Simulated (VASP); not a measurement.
Ge: electric field gradients with PBE

Crystal: Ge.

```
CELL_PARAMETERS angstrom
0.00000 2.83743 2.83743
2.83743 0.00000 2.83743
2.83743 2.83743 0.00000
ATOMIC_POSITIONS crystal
Ge 0.00000 0.00000 0.00000
Ge 0.25000 0.25000 0.25000
```

```
Program                : VASP 6.6.1
Task                   : electric field gradients
Functional             : PBE
Potentials or basis    : VASP PAW PBE potentials, release 64 (Ge_d)
Cutoff                 : 520 eV
k mesh                 : 11 × 11 × 11
Occupations            : fermi-dirac, width 0.05 eV
Spin                   : non-collinear spin, zero start, spin-orbit coupling
Starting moments       : [[0.0, 0.0, 0.0], [0.0, 0.0, 0.0]] μB
Dipole correction      : no
Further INCAR settings : ALGO = Normal; EDIFF = 1e-08; NBANDS = 40
```

The pressure is 2.9 GPa, the net moment is 0.00 μB per cell and the valence electrons inside the program's atomic spheres are Ge 12.41.

Moments on the atoms (μB; x, y, z):
```
Ge  0.00 0.00 0.00
Ge  0.00 0.00 0.00
```

Wall time 3.7 min on 1 × NVIDIA H100 80GB with 1 thread of AMD EPYC 7R13 Processor (Zen 3) (shared host), peak memory 1.4 GiB.

Caveat: without QUAD_EFG the Cq values of the log hold for a quadrupole moment of 1 mb, not for the nuclei.
